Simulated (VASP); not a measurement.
**AlN: vibrations by perturbation theory with PBEsol**

AlN:

```
CELL_PARAMETERS angstrom
0.00000 2.18399 2.18399
2.18399 0.00000 2.18399
2.18399 2.18399 0.00000
ATOMIC_POSITIONS crystal
Al 0.00000 0.00000 0.00000
N 0.25000 0.25000 0.25000
```

| Property | Result |
| --- | --- |
| Program | VASP 6.6.1 |
| Task | vibrations by perturbation theory |
| Functional | PBEsol |
| Potentials or basis | VASP PAW PBE potentials, release 64 (Al, N) |
| Cutoff | 520 eV |
| k mesh | 7 × 7 × 7 |
| Occupations | gaussian, width 0.01 eV |
| Spin | no spin polarisation |
| Dipole correction | no |
| Further INCAR settings | ALGO = Normal; EDIFF = 1e-08; IBRION = 8; NSW = 1 |

```yaml
Electronic_dielectric_tensor_diagonal: 4.67
Born_charges_mean_of_the_diagonal: Al +2.54; N -2.54 e
Highest_phonon_frequency_at_Γ_LO-TO_splitting_left_out: 658 cm⁻¹
```

Phonon frequencies in cm⁻¹ (negative: imaginary):
```csv
q point,frequencies
"(0.000, 0.000, 0.000)",0 0 0 658 658 658
```

Electronic dielectric tensor:
```
4.67 0.00 0.00
0.00 4.67 0.00
0.00 0.00 4.67
```

Born effective charge tensors (e):
atom 1, Al
```
2.54 0.00 0.00
0.00 2.54 0.00
0.00 0.00 2.54
```
atom 2, N
```
-2.54  0.00  0.00
 0.00 -2.54  0.00
 0.00  0.00 -2.54
```

Wall time 54 s on 1 thread of Intel Xeon 6975P-C, on a shared host, peak memory 0.16 GiB.

Caveat: the cell wasn't relaxed at this level first, which shifts response properties.
